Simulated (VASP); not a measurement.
Here is a VASP 6.6.1 calculation.

The input POSCAR:

```
TiNi
1.0
    2.9275753415      0.0000000000      0.0000000000
    0.0000000000      2.9275753415      0.0000000000
    0.0000000000      0.0000000000      2.9275753415
Ti Ni
1 1
Direct
    0.5000000000      0.5000000000      0.5000000000
    0.0000000000      0.0000000000      0.0000000000
```

The input INCAR.step1:

```
PREC = Accurate
ENCUT = 520
ISMEAR = 0
SIGMA = 0.1
LREAL = False
LASPH = True
NELM = 60
NBANDS = 18
GGA = PE
ALGO = Normal
EDIFF = 1E-4
LWAVE = True
LCHARG = False
```

Contents of INCAR.step2:

```
PREC = Accurate
ENCUT = 520
EDIFF = 1E-7
ISMEAR = 0
SIGMA = 0.1
LREAL = False
LASPH = True
NELM = 60
ALGO = Normal
ISIF = 2
LWAVE = False
LCHARG = False
METAGGA = R2SCAN
LMIXTAU = True
NBANDS = 18
ISTART = 1
```

The input KPOINTS:

```
Automatic mesh
0
Gamma
  14 14 14
```

Potentials or basis: VASP PAW PBE potentials, release 64 (Ti_sv, Ni).

Launch:

```bash
$ cat potpaw_PBE.64/Ti_sv/POTCAR potpaw_PBE.64/Ni/POTCAR > POTCAR
$ cp INCAR.step1 INCAR
$ mpirun -np 1 vasp_std > vasp.out
$ cp INCAR.step2 INCAR
$ mpirun -np 1 vasp_std > vasp.out
```

Task: Predict the band gap on the k mesh.

Result: Zero (bands 11 and 12 overlap by 1.96 eV).

Task: Predict the pressure.

Result: 12.8 GPa.

Caveat: the cell stands under pressure; the PAW data sets were made with another functional, which shifts forces and pressure a little. Spin polarisation is off, so any magnetic state and its effect on volume and gap are missing.
